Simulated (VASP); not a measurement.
Here is a VASP 6.6.1 calculation.

Contents of INCAR:

```
SYSTEM = SnSe
ALGO = Normal
EDIFF = 1E-8
ENCUT = 520
GGA = CA
ISIF = 2
ISMEAR = -1
LASPH = .True.
LCHARG = .False.
LEFG = .True.
LREAL = .False.
LWAVE = .False.
NBANDS = 17
NELM = 100
PREC = Accurate
SIGMA = 0.02
```

File KPOINTS:

```
k-points
0
Gamma
  9 9 9
  0 0 0
```

The input POSCAR:

```
SnSe
1.0
    0.0000000000      3.0401000000      3.0100000000
    3.0401000000      0.0000000000      3.0100000000
    3.0401000000      3.0401000000      0.0000000000
Sn Se
1 1
Direct
    0.0000000000      0.0000000000      0.0000000000
    0.5000000000      0.5000000000      0.5000000000
```

Potentials or basis: VASP PAW LDA potentials, release 64 (Sn_d, Se).

The run is started by

```console
$ cat potpaw_LDA.64/Sn_d/POTCAR potpaw_LDA.64/Se/POTCAR > POTCAR
$ mpirun -np 1 vasp_std > vasp.out
```

Question: Estimate the band gap on the k mesh.

Answer: 0.58 eV, indirect (least direct gap 0.60 eV).

Question: Estimate the pressure.

Answer: -4.0 GPa.

Electric field gradients, principal values (V/Å²):
| atom | least | middle | greatest (by size) |
| --- | --- | --- | --- |
| 1 Sn | 7.085 | 7.086 | -14.172 |
| 2 Se | 0.768 | 0.768 | -1.535 |

Caveat: the cell differs from its parent crystal (equal xx and yy strain of +1 %); without QUAD_EFG the Cq values of the log hold for a quadrupole moment of 1 mb, not for the nuclei; spin-orbit coupling is left out, which moves the levels of the heavy elements. A k mesh can miss the band edges.
